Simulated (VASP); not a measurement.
# YMg2O2: relaxation of cell and atoms with PBE

Crystal: YMg2O2.

```
CELL_PARAMETERS angstrom
3.39727 0.00000 0.00000
-1.69864 2.94213 0.00000
0.00000 0.00000 8.11878
ATOMIC_POSITIONS crystal
Y 0.00000 0.00000 0.00000
Mg 0.33333 0.66667 0.83934
Mg 0.66667 0.33333 0.16066
O 0.66667 0.33333 0.65640
O 0.33333 0.66667 0.34360
```

The cell was built from a structure type or drawn by symmetry, and may not be a known phase.

```yaml
Program: VASP 6.6.1
Task: relaxation of cell and atoms
Functional: PBE
Potentials_or_basis: VASP PAW PBE potentials, release 64 (Y_sv, Mg, O)
Cutoff: 600 eV
k_mesh: 6 × 6 × 2
Occupations: gaussian, width 0.1 eV
Spin: no spin polarisation
Dipole_correction: no
Further_INCAR_settings: ALGO = Normal; EDIFF = 1e-06; IBRION = 2; EDIFFG = -0.04; NSW = 90; ISIF = 3
```

```json
{
  "Relaxed volume": "14.12 Å³/atom",
  "Relaxed cell": "a = 3.162 Å, b = 3.162 Å, c = 8.151 Å, α = 90.00°, β = 90.00°, γ = 120.00°",
  "Space group after relaxing (to 0.1 Å)": "P-3m1 (No. 164)",
  "Energy gained by relaxing": "3534.1 meV/atom",
  "Ionic steps": "19",
  "Pressure after relaxing": "0.0 GPa",
  "Largest force after relaxing": "0.006 eV/Å",
  "Band gap on the k mesh": "zero (an odd number of electrons rules out a gap without spin polarisation)"
}
```

Forces on the atoms (eV/Å):
```
Y    0.000  0.000  0.000
Mg   0.000  0.000 -0.004
Mg   0.000  0.000  0.004
O    0.000  0.000 -0.006
O    0.000  0.000  0.006
```

Stress tensor (GPa, compression positive):
```
 0.04  0.00  0.00
 0.00  0.04  0.00
 0.00  0.00 -0.10
```

Step by step:
```tsv
step	energy change (eV)	largest force (eV/Å)	pressure (GPa)	volume (Å³)
1	0.0000	10.5820	21.64	81.15
2	-10.4159	4.0075	-7.55	108.69
3	-10.8602	2.9149	-10.49	115.46
4	-14.0608	1.9602	-7.36	96.49
5	-15.4192	1.1989	-0.49	82.85
6	-15.5856	3.4277	32.01	58.91
7	-16.4062	1.8887	22.26	58.79
8	-16.4088	1.8066	21.94	58.78
9	-16.9474	1.5975	12.12	62.73
10	-17.3007	1.2862	1.38	69.05
11	-17.3166	1.2238	-0.50	70.57
12	-17.3171	1.2120	-0.90	70.88
13	-17.3772	1.1282	-0.83	70.68
14	-17.5266	0.8656	-0.23	70.09
15	-17.6427	0.1363	2.45	68.89
16	-17.6449	0.1913	1.92	69.05
17	-17.6679	0.0397	-0.18	70.64
18	-17.6683	0.0379	-0.51	70.90
19	-17.6703	0.0064	0.00	70.58
```

Final structure:
```
Y Mg O
1.0
     3.16217    0.00000    0.00000
    -1.58108    2.73852    0.00000
     0.00000    0.00000    8.15086
Y Mg O
1 2 2
Direct
  0.00000 0.00000 0.00000
  0.33333 0.66667 0.65933
  0.66667 0.33333 0.34067
  0.66667 0.33333 0.80191
  0.33333 0.66667 0.19809
```

Levels at points of the mesh, in eV from the Fermi level:
| k point | band 9 | band 10 | band 11 | band 12 | band 13 | band 14 | band 15 | band 16 | band 17 |
| --- | --- | --- | --- | --- | --- | --- | --- | --- | --- |
| (0.00, 0.00, 0.00) | -4.83 | -4.83 | -4.34 | -4.34 | -4.23 | 0.10 | 1.26 | 1.65 | 2.26 |
| (0.50, 0.00, 0.00) | -6.18 | -5.30 | -5.29 | -4.74 | -1.23 | -0.30 | 0.23 | 3.34 | 3.89 |
| (0.00, 0.00, 0.50) | -4.83 | -4.83 | -4.34 | -4.34 | -3.23 | -0.88 | 0.73 | 2.26 | 2.26 |
| (0.50, 0.00, 0.50) | -6.23 | -5.31 | -5.19 | -4.74 | -1.24 | -0.38 | 0.14 | 3.38 | 4.68 |

Wall time 15 min on 1 thread of Intel Xeon 8259CL (shared host), peak memory 0.27 GiB.

Caveat: the k points lie up to 0.39 Å⁻¹ apart in the final cell, too coarse for converged energies and pressures of a metal; an odd number of electrons without spin polarisation forces a metal; a magnetic or distorted state may lie lower.
